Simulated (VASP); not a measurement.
HgTe: single point with PBE

HgTe:

```
CELL_PARAMETERS angstrom
0.00000 3.18000 3.18000
3.18000 0.00000 3.18000
3.18000 3.18000 0.00000
ATOMIC_POSITIONS crystal
Hg 0.00000 0.00000 0.00000
Te 0.50000 0.50000 0.50000
```

```json
{
  "Program": "VASP 6.6.1",
  "Task": "single point",
  "Functional": "PBE",
  "Potentials or basis": "VASP PAW PBE potentials, release 64 (Hg, Te)",
  "Cutoff": "520 eV",
  "k mesh": "7 × 7 × 7",
  "Occupations": "gaussian, width 0.022 eV",
  "Spin": "no spin polarisation"
}
```

- Pressure: -3.7 GPa
- Band gap on the k mesh: zero (band 9 reaches 3.25 eV, above the bottom of band 10 at 1.34 eV)

Levels at points of the mesh, in eV from the Fermi level:
```csv
k point,band 6,band 7,band 8,band 9,band 10,band 11,band 12,band 13
"(0.00, 0.00, 0.00)",-6.25,-1.40,-0.56,-0.56,-0.56,7.45,7.45,7.45
```

It took 26 s on 1 thread of AMD EPYC 9R45 (Zen 5) (shared host), peak memory 0.18 GiB.

Caveat: spin-orbit coupling is left out, which moves the levels of the heavy elements.
